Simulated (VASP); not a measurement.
Runs of VASP 6.6.1 on SrTiO3. The structure is that of space group Pmmm (No. 47), or close to it. The cells are those of the table. 

```csv
cell,gap on the mesh (eV),pressure (GPa)
"a = 4.232, b = 3.641, c = 3.936 Å, 5 atoms",1.61,(b)
"a = 4.084, b = 3.789, c = 3.936 Å, 5 atoms",1.69,(a)
"a = 3.740, b = 4.133, c = 3.936 Å, 5 atoms",1.65,3.1
"a = 3.543, b = 4.330, c = 3.936 Å, 5 atoms",1.59,(c)
"a = 4.281, b = 3.592, c = 3.936 Å, 5 atoms",1.59,8.2
"a = 4.182, b = 3.690, c = 3.936 Å, 5 atoms",1.63,4.4
```

Alike in all rows: task single point; level PBE; potentials or basis VASP PAW PBE potentials, release 64 (Sr_sv, Ti_sv, O); no spin polarisation; k mesh 8 × 8 × 8; cutoff (eV) 520; smearing gaussian 0.05 eV.

Fill in the values left out.

(a) 2.0; (b) 6.2; (c) 10.7.

A k mesh can miss the band edges, and the runs leave out spin-orbit coupling on Sr.
